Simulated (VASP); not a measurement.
Wanted: the native input for a VASP 6.6.1 run.

```yaml
Task: relaxation of the atoms
Functional: PBEsol
Potentials_or_basis: VASP PAW PBE potentials, release 64 (C, Si, H)
Cutoff: 520 eV
k_mesh: 4 × 8 × 1
Occupations: gaussian, width 0.05 eV
Spin: no spin polarisation
Dipole_correction: yes
Atoms_held_fixed_from_0: "[0, 1, 8, 9, 2, 3, 14, 15, 16, 17, 6, 7]"
Further_INCAR_settings: LREAL = Auto; ALGO = Normal; EDIFF = 1e-06; IBRION = 2; EDIFFG = -0.03; NSW = 50
```

The structure of Si3H2C4 lies in POSCAR:

```
Si3H2C4
1.0
    6.1612406585      0.0000000000      0.0000000000
    0.0000000000      3.0806203293      0.0000000000
    0.0000000000      0.0000000000     20.0373883794
C Si H
8 6 4
Selective dynamics
Direct
    0.5000000000      0.5000000000      0.2321862369  F F F
    0.0000000000      0.5000000000      0.2321862369  F F F
    0.7500000000      0.0000000000      0.3408993827  F F F
    0.2500000000      0.0000000000      0.3408993827  F F F
    0.0000000000      0.5000000000      0.4599216050  T T T
    0.5000000000      0.5000000000      0.4412154331  T T T
    0.3878695791      0.0000000000      0.5467955156  T T F
    0.6121304209      0.0000000000      0.5537325474  T T F
    0.2500000000      0.5000000000      0.2865428098  F F F
    0.7500000000      0.5000000000      0.2865428098  F F F
    0.5000000000      0.0000000000      0.3915692722  T T T
    0.0000000000      0.0000000000      0.3995846483  T T T
    0.7234662979      0.5000000000      0.5059672534  T T T
    0.2765337021      0.5000000000      0.5059672534  T T T
    0.5000000000      0.2248963861      0.1983620084  F F F
    0.5000000000      0.7751036139      0.1983620084  F F F
    0.0000000000      0.7747262802      0.1982371399  F F F
    0.0000000000      0.2252737198      0.1982371399  F F F
```

One way to write it, as run:

INCAR

```
PREC = Accurate ; ENCUT = 520
EDIFF = 1E-6 ; ISMEAR = 0
SIGMA = 0.05 ; LREAL = Auto
LASPH = True ; NELM = 60
ALGO = Normal ; ISIF = 2
LWAVE = False ; LCHARG = False
LDIPOL = True ; IDIPOL = 3
DIPOL = 0.5 0.5 0.351 ; GGA = PS
IBRION = 2 ; NSW = 50
EDIFFG = -0.03
```

KPOINTS

```
regular mesh
0
Gamma
  4 8 1
```

Potentials or basis: VASP PAW PBE potentials, release 64 (C, Si, H).

Launch:

```sh
$ cat potpaw_PBE.64/C/POTCAR potpaw_PBE.64/Si/POTCAR potpaw_PBE.64/H/POTCAR > POTCAR
$ mpirun -np 1 vasp_std > vasp.out
```

Results of the run:

| Quantity | Value |
| --- | --- |
| Energy gained by relaxing | 2.2 meV/atom |
| Ionic steps | 14 |
| Band gap on the k mesh | zero (band 30 reaches 1.04 eV, above the bottom of band 31 at 0.72 eV) |

Run time: 18 min on 1 thread of Intel(R) Xeon(R) 6975P-C (Granite Rapids), with other jobs on the host, peak memory 0.53 GiB.
